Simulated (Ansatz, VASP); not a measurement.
AlN: VASP beside Ansatz

Contents of INCAR:

```
SYSTEM = AlN
ALGO     = Normal         ! electronic algorithm
EDIFF    = 1E-6           ! SCF threshold, eV
ENCUT    = 520            ! plane-wave cutoff, eV
GGA      = PS             ! functional
ISIF     = 2              ! what is computed and relaxed
ISMEAR   = 0              ! smearing method
LASPH    = .TRUE.         ! aspherical terms in the spheres
LCHARG   = .FALSE.        ! write CHGCAR
LREAL    = .FALSE.        ! projectors in reciprocal space
LWAVE    = .FALSE.        ! write WAVECAR
NBANDS   = 16             ! bands
NELM     = 100            ! most SCF steps
PREC     = Accurate       ! precision mode
SIGMA    = 0.05           ! smearing width, eV
```

Contents of KPOINTS:

```
k-points
0
G
  9 9 6
  0 0 0
```

File POSCAR:

```
AlN
1.0
    3.2132234249      0.0000000000      0.0000000000
   -1.6066117125      2.7827331140      0.0000000000
    0.0000000000      0.0000000000      4.1608030129
Al N
2 2
Direct
    0.3333333333      0.6666666667      0.7500000000
    0.6666666667      0.3333333333      0.2500000000
    0.3333333333      0.6666666667      0.2500000000
    0.6666666667      0.3333333333      0.7500000000
```

Input for Ansatz:

```yaml
crystal:
  lattice:
    - [3.2132234249, 0.0, 0.0]
    - [-1.6066117125, 2.782733114, 0.0]
    - [0.0, 0.0, 4.1608030129]
  atoms:
    - { symbol: Al, position: [0.3333333333, 0.6666666667, 0.75] }
    - { symbol: Al, position: [0.6666666667, 0.3333333333, 0.25] }
    - { symbol: "N", position: [0.3333333333, 0.6666666667, 0.25] }
    - { symbol: "N", position: [0.6666666667, 0.3333333333, 0.75] }
basis:
  ecutwfc: 520.0
kpoints:
  mp_grid: { grid: [9, 9, 6] }
hamiltonian:
  xc: pbesol
  pseudopotentials: { kind: paw, azcp: { folder: soft_1 } }
scf:
  occupations: { method: gaussian, width: 0.05 }
output:
  forces: true
  stress: true
  eigenvalues: true
  write_density: true
  write_potential: true
  elf: true
  volumetric_format: npy
```

Alike in both runs: task single point; functional PBEsol; k mesh 9 × 9 × 6; occupations gaussian, width 0.05 eV; no spin polarisation.

|  | VASP | Ansatz |
| --- | --- | --- |
| version | VASP 6.6.1 | Ansatz 0.2.0 |
| potentials or method | VASP PAW PBE potentials, release 64 (Al, N), cutoff 520 eV | scalar-relativistic, plane waves, PAW |
| valence electrons in the cell | 16 | 16 |

```csv
,VASP,Ansatz,Ansatz less VASP
gap on the k mesh at the Fermi level (eV),3.64,3.62,-0.016
least direct gap on the mesh (eV),3.64,3.62,-0.016
pressure (GPa),13.0,12.9,-0.09
"traceless stress, the component that is largest in VASP (GPa)",-7.08,-6.99,+0.084
```

VASP's potentials were made for PBE, not for PBEsol, and Ansatz warns of the same on its side. The functional is the same, so the differences come from potentials, cutoffs and numerics.
